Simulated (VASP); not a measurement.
# NaIr (Cmmm) in VASP: a series of runs

NaIr is run at these levels: PBE; tasks: single point, relaxation of cell and atoms.

All numbers are computed with VASP 6.6.1; they aren't measurements. Logs are shortened: lines on timing, memory, paths and dates and some standing lists are left out, and cuts for length are marked.

## (1) The cell of the first run

Symmetry: Cmmm, No. 65, orthorhombic system. The conventional cell has a = 2.778 Å, b = 4.637 Å, c = 5.104 Å, α = 90.00°, β = 90.00°, γ = 90.00°. Na (site symmetry mmm) has 6 Na at 2.70 to 2.78 Å and 8 Ir at 2.91 to 3.45 Å within 3.6 Å. Ir (site symmetry mmm) has 6 Ir at 2.70 to 2.78 Å and 8 Na at 2.91 to 3.45 Å within 3.6 Å.

## (2) Single point, PBE

INCAR

```
ALGO     = Normal         # electronic algorithm
EDIFF    = 1E-6           # SCF threshold, eV
ENCUT    = 520            # plane-wave cutoff, eV
GGA      = PE             # functional
ISIF     = 2              # what is computed and relaxed
ISMEAR   = 0              # smearing method
LASPH    = T              # aspherical terms in the spheres
LCHARG   = F              # write CHGCAR
LREAL    = F              # projectors in reciprocal space
LWAVE    = F              # write WAVECAR
NBANDS   = 15             # bands
NELM     = 100            # most SCF steps
PREC     = Accurate       # precision mode
SIGMA    = 0.1            # smearing width, eV
```

KPOINTS

```
k-points
0
Gamma
  6 6 4
```

POSCAR

```
NaIr
1.0
    1.3890288609     -2.3185396644      0.0000000000
    1.3890288609      2.3185396644      0.0000000000
    0.0000000000      0.0000000000      5.1041020541
Na Ir
1 1
Direct
    0.0000000000      0.0000000000      0.0000000000
    0.5000000000      0.5000000000      0.5000000000
```

Potentials or basis: VASP PAW PBE potentials, release 64 (Na_pv, Ir).

On the command line:

```bash
$ cat potpaw_PBE.64/Na_pv/POTCAR potpaw_PBE.64/Ir/POTCAR > POTCAR
$ mpirun -np 1 vasp_std > vasp.out
```

OUTCAR:

```text
EDIFF = 1E-6
   ENCUT = 520
   GGA = PE
   ISIF = 2
   ISMEAR = 0
   LASPH = T
   LREAL = F
   NELM = 100
   PREC = Accurate

 ion  position               nearest neighbor table
   1  0.000  0.000  0.000-   2 2.91   2 2.91   2 2.91   2 2.91
   2  0.500  0.500  0.500-   1 2.91   1 2.91   1 2.91   1 2.91

  LATTYP: Found a base centered orthorhombic cell.
 ALAT       =     2.7780577218
 B/A-ratio  =     1.6691803386
 C/A-ratio  =     1.8372915775

  Lattice vectors:

 A1 = (   1.3890288609,  -2.3185396644,   0.0000000000)
 A2 = (   1.3890288609,   2.3185396644,   0.0000000000)
 A3 = (   0.0000000000,   0.0000000000,   5.1041020541)

Analysis of symmetry for initial positions (statically):
=====================================================================
 Subroutine PRICEL returns:
 Original cell was already a primitive cell.

 Routine SETGRP: Setting up the symmetry group for a
 base centered orthorhombic supercell.

 Subroutine GETGRP returns: Found  8 space group operations
 (whereof  8 operations were pure point group operations)
 out of a pool of  8 trial point group operations.

The static configuration has the point symmetry D_2h.

Analysis of symmetry for dynamics (positions and initial velocities):
=====================================================================
 Subroutine PRICEL returns:
 Original cell was already a primitive cell.

 Routine SETGRP: Setting up the symmetry group for a
 base centered orthorhombic supercell.

 Subroutine GETGRP returns: Found  8 space group operations
 (whereof  8 operations were pure point group operations)
 out of a pool of  8 trial point group operations.

The dynamic configuration has the point symmetry D_2h.

 Subroutine INISYM returns: Found  8 space group operations
 (whereof  8 operations are pure point group operations),
 and found     1 'primitive' translations

----------------------------------------------------------------------------------------

                                     Primitive cell

  volume of cell :      32.8757

  direct lattice vectors                    reciprocal lattice vectors
     1.389028861 -2.318539664  0.000000000     0.359963723 -0.215652985  0.000000000
     1.389028861  2.318539664  0.000000000     0.359963723  0.215652985  0.000000000
     0.000000000  0.000000000  5.104102054     0.000000000  0.000000000  0.195920847

  length of vectors
     2.702781410  2.702781410  5.104102054     0.419618984  0.419618984  0.195920847

  position of ions in fractional coordinates (direct lattice)
     0.000000000  0.000000000  0.000000000
     0.500000000  0.500000000  0.500000000

  ion indices of the primitive-cell ions
   primitive index   ion index
                 1           1
                 2           2

----------------------------------------------------------------------------------------

 KPOINTS: k-points

Automatic generation of k-mesh.
 Grid dimensions read from file:
 generate k-points for:    6    6    4

 Generating k-lattice:

  Cartesian coordinates                     Fractional coordinates (reciprocal lattice)
     0.059993954 -0.035942164  0.000000000     0.166666667  0.000000000  0.000000000
     0.059993954  0.035942164  0.000000000     0.000000000  0.166666667  0.000000000
     0.000000000  0.000000000  0.048980212     0.000000000  0.000000000  0.250000000

  Length of vectors
     0.069936497  0.069936497  0.048980212

  Shift w.r.t. Gamma in fractional coordinates (k-lattice)
     0.000000000  0.000000000  0.000000000

 Subroutine IBZKPT returns following result:
 ===========================================

 Found     39 irreducible k-points:

 Following reciprocal coordinates:
            Coordinates               Weight
  0.000000  0.000000  0.000000      1.000000
  0.166667  0.000000  0.000000      4.000000
  0.333333  0.000000  0.000000      4.000000
  0.500000  0.000000  0.000000      2.000000
  0.166667  0.166667  0.000000      2.000000
  0.333333  0.166667  0.000000      4.000000
[... 16 lines left out ...]
  0.333333  0.333333  0.250000      4.000000
  0.500000  0.333333  0.250000      8.000000
 [... further k-points ...]
   k-points           NKPTS =     39   k-points in BZ     NKDIM =     39   number of bands    NBANDS=     15
   number of dos      NEDOS =    301   number of ions     NIONS =      2
   total plane-waves  NPLWV =  16000
   dimension x,y,z NGX =    20 NGY =   20 NGZ =   40
   dimension x,y,z NGXF=    40 NGYF=   40 NGZF=   80
   ions per type =               1   1
   NGX,Y,Z   is equivalent  to a cutoff of  12.30, 12.30, 13.03 a.u.
   NGXF,Y,Z  is equivalent  to a cutoff of  24.60, 24.60, 26.06 a.u.
 SYSTEM =  unknown system
   PREC   = accura    normal or accurate (medium, high low for compatibility)
   ISTART =      0    job   : 0-new  1-cont  2-samecut
   ICHARG =      2    charge: 1-file 2-atom 10-const
   ISPIN  =      1    spin polarized calculation?
   LNONCOLLINEAR =      F non collinear calculations
[... 32 lines left out ...]
   IVDW    =     0    specifies the selected vdW correction
   LEPSILON=     F    determine dielectric tensor
   LRPA    =     F    only Hartree local field effects (RPA)
 non-spin polarized calculation
 Gauss-broadening in eV      SIGMA  =   0.10
  energy-cutoff  :      520.00
  volume of cell :       32.88
 maximum number of plane-waves:       910
   NGX = 11   NGY = 11   NGZ = 19

 number of electron      16.0000002 magnetization

 Free energy of the ion-electron system (eV)
  ---------------------------------------------------
  ext. energy  EPLUGINS =         0.00000000
  ---------------------------------------------------
  free energy    TOTEN  =        -9.61670569 eV

  energy without entropy =       -9.60992566  energy(sigma->0) =       -9.61331568

 E-fermi :   5.5515     XC(G=0): -11.0220

 val. band max:        5.4902126679   @ k =  -0.1667   0.1667   0.5000
 cond. band min:       5.6390603910   @ k =   0.1667   0.0000   0.2500
 fundamental gap:      0.1488477231
 Fermi energy:         5.5514657440

 k-point     1 :       0.0000    0.0000    0.0000
  band No.  band energies     occupation
      1     -19.1134      2.00000
      2     -19.0681      2.00000
      3     -19.0605      2.00000
      4      -2.5047      2.00000
      5       1.1900      2.00000
      6       2.5783      2.00000
      7       3.2821      2.00000
      8       5.3465      1.99625
      9       5.7401      0.00763
     10       5.8933      0.00000
     11       8.7880      0.00000
     12      21.3869      0.00000
     13      21.4950      0.00000
     14      23.7600      0.00000
     15      24.1100      0.00000

 k-point     2 :       0.1667    0.0000    0.0000
  band No.  band energies     occupation
      1     -19.1888      2.00000
      2     -19.0921      2.00000
      3     -19.0859      2.00000
      4      -1.4678      2.00000
      5       1.6748      2.00000
      6       2.3552      2.00000
      7       3.5567      2.00000
      8       3.9392      2.00000
      9       5.6480      0.17223
     10       7.6863      0.00000
     11       9.2740      0.00000
     12      18.5706      0.00000
     13      22.3649      0.00000
     14      22.4860      0.00000
     15      23.0334      0.00000

 k-point     3 :       0.3333    0.0000    0.0000
  band No.  band energies     occupation
      1     -19.4269      2.00000
      2     -19.1320      2.00000
      3     -19.0494      2.00000
      4      -0.1805      2.00000
      5       2.1143      2.00000
      6       2.4554      2.00000
      7       3.8771      2.00000
      8       5.2672      1.99994
      9       5.8818      0.00000
     10       9.6386      0.00000
     11      10.6671      0.00000
     12      13.4934      0.00000
     13      19.0321      0.00000
     14      19.2473      0.00000
     15      21.7695      0.00000
[... 343 lines left out ...]
 k-point    23 :       0.3333    0.3333    0.2500
  band No.  band energies     occupation
      1     -19.4079      2.00000
      2     -19.3795      2.00000
      3     -19.0120      2.00000
      4       2.3063      2.00000
      5       2.6060      2.00000
      6       2.6503      2.00000
      7       2.7517      2.00000
      8       4.1750      2.00000
      9      10.0090      0.00000
     10      10.9530      0.00000
     11      11.7581      0.00000
     12      12.7661      0.00000
     13      14.5212      0.00000
     14      16.8485      0.00000
     15      18.5891      0.00000

 k-point    24 :       0.5000    0.3333    0.2500
  band No.  band energies     occupation
      1     -19.4970      2.00000
      2     -19.2388      2.00000
      3     -19.0198      2.00000
      4       0.7082      2.00000
      5       1.7927      2.00000
      6       3.6968      2.00000
      7       4.0217      2.00000
      8       4.1340      2.00000
      9       8.4216      0.00000
     10      10.1828      0.00000
     11      11.8840      0.00000
     12      14.2548      0.00000
     13      15.6092      0.00000
     14      16.9414      0.00000
     15      17.9665      0.00000

 [... further k-points ...]

------------------------ aborting loop because EDIFF is reached ----------------------------------------

  FORCE on cell =-STRESS in cart. coord.  units (eV):
  Direction    XX          YY          ZZ          XY          YZ          ZX
  --------------------------------------------------------------------------------------
  -------------------------------------------------------------------------------------
  Total        0.0221428      0.0479200     -0.0347562     -0.0000000      0.0000000      0.0000000
  in kB        1.0791150      2.3353494     -1.6938194     -0.0000000      0.0000000      0.0000000
  external PRESSURE =       0.5735484 kB  Pullay stress =       0.0000000 kB

 VOLUME and BASIS-vectors are now :
 -----------------------------------------------------------------------------
  energy-cutoff  :      520.00
  volume of cell :       32.88
      direct lattice vectors                 reciprocal lattice vectors
     1.389028861 -2.318539664  0.000000000     0.359963723 -0.215652985  0.000000000
     1.389028861  2.318539664  0.000000000     0.359963723  0.215652985  0.000000000
     0.000000000  0.000000000  5.104102054     0.000000000  0.000000000  0.195920847

 POSITION                                       TOTAL-FORCE (eV/Angst)
 -----------------------------------------------------------------------------------
      0.00000      0.00000      0.00000         0.000000      0.000000      0.000000
      1.38903      0.00000      2.55205        -0.000000     -0.000000      0.000000
 -----------------------------------------------------------------------------------
    total drift:                                0.000000      0.000000      0.000000

  FREE ENERGIE OF THE ION-ELECTRON SYSTEM (eV)
  ---------------------------------------------------
  free  energy   TOTEN  =        -9.6167056949 eV

  energy  without entropy=       -9.6099256602  energy(sigma->0) =       -9.61331568
```

Wall time 9.3 s (1 thread of Intel Xeon Platinum 8488C (Sapphire Rapids), shared host); peak memory 0.15 GiB.

Results:

| Property | Result |
| --- | --- |
| Free energy | -9.6167 eV |
| Pressure | 0.1 GPa |
| Band gap on the k mesh | zero (bands 8 and 9 overlap by 1.42 eV) |

Stress tensor (GPa, compression positive):
```
 0.11  0.00  0.00
 0.00  0.23  0.00
 0.00  0.00 -0.17
```

Caveat: the k points lie up to 0.44 Å⁻¹ apart, too coarse for converged energies and pressures of a metal; spin-orbit coupling is left out, which moves the levels of the heavy elements.

## (3) Single point, PBE

This run uses another cell than the first one, of 25.20 Å³/atom.

INCAR

```
SYSTEM = NaIr
ALGO = Normal
EDIFF = 1E-6
ENCUT = 520
GGA = PE
ISIF = 2
ISMEAR = 0
LASPH = .TRUE.
LCHARG = .FALSE.
LREAL = .FALSE.
LWAVE = .FALSE.
NBANDS = 15
NELM = 100
PREC = Accurate
SIGMA = 0.1
```

KPOINTS

```
k-points
0
G
  6 6 4
  0 0 0
```

POSCAR

```
NaIr
1.0
    1.8469633800     -2.6120006600      0.0000000000
    1.8469633800      2.6120006600      0.0000000000
    0.0000000000      0.0000000000      5.2240013200
Na Ir
1 1
Direct
    0.0000000000      0.0000000000      0.0000000000
    0.5000000000      0.5000000000      0.5000000000
```

Potentials or basis: VASP PAW PBE potentials, release 64 (Na_pv, Ir).

On the command line:

```bash
$ cat potpaw_PBE.64/Na_pv/POTCAR potpaw_PBE.64/Ir/POTCAR > POTCAR
$ mpirun -np 1 vasp_std > vasp.out
```

Wall time 12 s (1 thread of Intel Xeon Platinum 8488C (Sapphire Rapids), shared host); peak memory 0.17 GiB.

Results (log left out):

- Free energy: -7.7827 eV
- Pressure: -15.5 GPa
- Band gap on the k mesh: zero (bands 8 and 9 overlap by 1.14 eV)

Stress tensor (GPa, compression positive):
```
-19.41   0.00   0.00
  0.00 -18.62   0.00
  0.00   0.00  -8.34
```

Levels at points of the mesh, in eV from the Fermi level:
| k point | band 6 | band 7 | band 8 | band 9 | band 10 | band 11 |
| --- | --- | --- | --- | --- | --- | --- |
| (0.00, 0.00, 0.00) | -1.77 | -0.25 | -0.06 | 0.19 | 1.87 | 4.12 |
| (0.50, 0.00, 0.00) | -1.08 | 0.01 | 0.15 | 0.81 | 2.29 | 5.28 |
| (0.50, 0.50, 0.00) | -0.71 | -0.68 | 0.91 | 1.77 | 3.58 | 7.15 |
| (0.00, 0.00, 0.50) | -1.41 | -1.03 | -0.25 | -0.06 | 0.17 | 8.55 |
| (0.50, 0.00, 0.50) | -0.60 | -0.02 | 0.15 | 1.52 | 2.17 | 2.64 |
| (0.50, 0.50, 0.50) | -0.70 | -0.31 | 0.91 | 2.52 | 4.08 | 4.14 |

Caveat: the stress differs along the axes, from -19 to -8 GPa; spin-orbit coupling is left out, which moves the levels of the heavy elements.

## (4) Relaxation of cell and atoms, PBE

This run uses another cell than the first one, of 25.20 Å³/atom.

INCAR

```
ALGO = Normal
EDIFF = 1E-6
EDIFFG = -0.04
ENCUT = 600
GGA = PE
IBRION = 2
ISIF = 3
ISMEAR = 0
LASPH = True
LCHARG = False
LREAL = False
LWAVE = False
NELM = 100
NSW = 90
PREC = Accurate
SIGMA = 0.1
```

KPOINTS

```
k-points
0
Gamma
  6 6 4
```

POSCAR is that of step 3.

On the command line:

```bash
$ cat potpaw_PBE.64/Na_pv/POTCAR potpaw_PBE.64/Ir/POTCAR > POTCAR
$ mpirun -np 1 vasp_std > vasp.out
```

It took 1.9 min on 1 thread of Intel Xeon Platinum 8488C (Sapphire Rapids), shared host; peak memory 0.2 GiB.

Results (log left out):

```yaml
Free_energy: -9.6184 eV
Relaxed_volume: 16.45 Å³/atom
Relaxed_cell: a = 2.703 Å, b = 2.703 Å, c = 5.102 Å, α = 90.00°, β = 90.00°, γ = 118.08°
Space_group_after_relaxing_to_0.1_Å: Cmmm (No. 65)
Energy_gained_by_relaxing: 917.8 meV/atom
Ionic_steps: 9
Pressure_after_relaxing: -0.1 GPa
Band_gap_on_the_k_mesh: zero (bands 8 and 9 overlap by 1.43 eV)
```

Stress tensor (GPa, compression positive):
```
-0.21  0.00  0.00
 0.00  0.16  0.00
 0.00  0.00 -0.14
```

The path:
| step | energy change (eV) | largest force (eV/Å) | pressure (GPa) | volume (Å³) |
| --- | --- | --- | --- | --- |
| 1 | 0.0000 | 0.0000 | -15.43 | 50.40 |
| 2 | -1.5468 | 0.0000 | -4.97 | 34.60 |
| 3 | -1.5929 | 0.0000 | 1.20 | 32.69 |
| 4 | -1.7885 | 0.0000 | 4.34 | 31.72 |
| 5 | -1.8046 | 0.0000 | 6.29 | 31.35 |
| 6 | -1.8049 | 0.0000 | -4.42 | 34.23 |
| 7 | -1.8346 | 0.0000 | 0.38 | 32.73 |
| 8 | -1.8346 | 0.0000 | 0.48 | 32.71 |
| 9 | -1.8357 | 0.0000 | -0.07 | 32.90 |

Final structure:
```
CELL_PARAMETERS angstrom
1.39078 -2.31830 0.00000
1.39078 2.31830 0.00000
0.00000 0.00000 5.10170
ATOMIC_POSITIONS crystal
Na 0.00000 0.00000 0.00000
Ir 0.50000 0.50000 0.50000
```

Levels at points of the mesh, in eV from the Fermi level:
```
           k point  band 5  band 6  band 7  band 8  band 9  band 10  band 11  band 12
(0.00, 0.00, 0.00)   -4.35   -2.98   -2.25   -0.19    0.19     0.34     3.25    15.94
(0.50, 0.00, 0.00)   -3.95   -1.92   -0.46    0.66    1.60     4.67     5.15     7.43
(0.50, 0.50, 0.00)   -4.07   -1.70   -0.79    0.75    1.80     5.72     6.71     6.79
(0.00, 0.00, 0.50)   -3.39   -3.13   -2.98   -2.24    0.20     0.34     6.80    11.66
(0.50, 0.00, 0.50)   -4.16   -1.59   -0.49    1.30    1.60     2.44     6.05     6.57
(0.50, 0.50, 0.50)   -4.15   -1.21   -0.78    1.36    1.80     3.80     5.32     6.90
```

Caveat: the volume moved by over 15 % at a fixed basis, so the end points are rough; spin-orbit coupling is left out, which moves the levels of the heavy elements.

## (5) Single point, PBE

INCAR

```
PREC = Accurate
ENCUT = 520
EDIFF = 1E-6
ISMEAR = 0
SIGMA = 0.1
LREAL = F
LASPH = T
NELM = 80
ALGO = Fast
ISIF = 2
LWAVE = F
LCHARG = T
GGA = PE
LELF = T
LVHAR = T
NBANDS = 15
```

KPOINTS

```
regular mesh
0
Gamma
  22 22 12
```

POSCAR

```
NaIr
1.0
    1.3915100488     -2.3226011947      0.0000000000
    1.3915100488      2.3226011947      0.0000000000
    0.0000000000      0.0000000000      5.0852243517
Na Ir
1 1
Direct
    0.0000000000      0.0000000000      0.0000000000
    0.5000000000      0.5000000000      0.5000000000
```

On the command line:

```bash
$ cat potpaw_PBE.64/Na_pv/POTCAR potpaw_PBE.64/Ir/POTCAR > POTCAR
$ mpirun -np 1 vasp_std > vasp.out
```

Wall time 4 min (1 thread of Intel Xeon Platinum 8488C (Sapphire Rapids), shared host); peak memory 0.53 GiB.

The run converged. Its results:

```
Free energy            : -9.5787 eV
Pressure               : 0.1 GPa
Band gap on the k mesh : zero (bands 8 and 9 overlap by 1.82 eV)
```

Stress tensor (GPa, compression positive):
```
 0.16  0.00  0.00
 0.00  0.12  0.00
 0.00  0.00 -0.06
```

Levels at points of the mesh, in eV from the Fermi level:
```csv
k point,band 5,band 6,band 7,band 8,band 9,band 10,band 11,band 12
"(0.00, 0.00, 0.00)",-4.20,-2.65,-1.96,-0.03,0.32,0.51,3.43,16.14
"(0.50, 0.00, 0.00)",-3.78,-1.82,-0.30,0.86,1.89,4.85,5.29,7.62
"(0.50, 0.50, 0.00)",-3.88,-1.61,-0.65,0.92,2.08,5.89,6.92,6.92
"(0.00, 0.00, 0.50)",-3.26,-2.99,-2.65,-1.95,0.33,0.50,7.03,11.90
"(0.50, 0.00, 0.50)",-3.99,-1.48,-0.34,1.53,1.89,2.55,6.25,6.72
"(0.50, 0.50, 0.50)",-3.96,-1.11,-0.63,1.57,2.08,3.90,5.46,7.10
```

Caveat: spin-orbit coupling is left out, which moves the levels of the heavy elements.

## (6) Summary

| task | cell | k mesh | cutoff (eV) | gap on the mesh (eV) | pressure (GPa) |
| --- | --- | --- | --- | --- | --- |
| single point | a = 2.703, b = 2.703, c = 5.104 Å, angles 90.0, 90.0, 118.1°, 2 atoms | 6 × 6 × 4 | 520 | none | 0.1 |
| single point | a = 3.199, b = 3.199, c = 5.224 Å, angles 90.0, 90.0, 109.5°, 2 atoms | 6 × 6 × 4 | 520 | none | -15.5 |
| relaxation of cell and atoms | relaxed from a = 3.199, b = 3.199, c = 5.224 Å, angles 90.0, 90.0, 109.5°, 2 atoms | 6 × 6 × 4 | 600 | none | -0.1 |
| single point | a = 2.708, b = 2.708, c = 5.085 Å, angles 90.0, 90.0, 118.1°, 2 atoms | 22 × 22 × 12 | 520 | none | 0.1 |

Alike in all rows: level PBE; potentials or basis VASP PAW PBE potentials, release 64 (Na_pv, Ir); no spin polarisation; smearing gaussian 0.1 eV.

Caveats: some runs use coarse meshes; spin-orbit coupling is left out, which moves the levels of the heavy elements; the stress differs along the axes, from -19 to -8 GPa (at least some runs); the volume moved by over 15 % at a fixed basis, so the end points are rough (at least some runs).

Total energies depend on the potentials used, so only differences within one code and one set of settings carry meaning.

The gap in the log of VASP goes by the Fermi energy; the results here count the filled bands.